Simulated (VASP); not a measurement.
Runs of VASP 6.6.1 on Pd. The structure is that of space group Fm-3m (No. 225), or close to it. The cells are those of the table. 

```csv
task,cell,k mesh for the DOS,occupations for the DOS,gap on the mesh (eV),pressure (GPa)
single point,"a = 2.741 Å, angles 60.0°, 1 atom",-,-,none,-0.3
single point,"a = 2.545 Å, angles 60.0°, 1 atom",-,-,none,82.0
single point,"a = 2.685 Å, angles 60.0°, 1 atom",-,-,none,(b)
single point,"a = 2.457 Å, angles 60.0°, 1 atom",-,-,none,(a)
single point,"a = 2.627 Å, angles 60.0°, 1 atom",-,-,none,36.2
```

Alike in all rows: level PBEsol; potentials or basis VASP PAW PBE potentials, release 64 (Pd); no spin polarisation; k mesh 19 × 19 × 19; cutoff (eV) 520; smearing fermi-dirac 0.05 eV.

Task: Fill in the values left out.

Result: (a) 159.4; (b) 14.5.

Caveats: the PAW data sets were made with another functional, which shifts forces and pressure a little.

A k mesh can miss the band edges, and the runs leave out spin-orbit coupling on Pd.

A gap of «none» marks levels without a gap at the run's occupations.
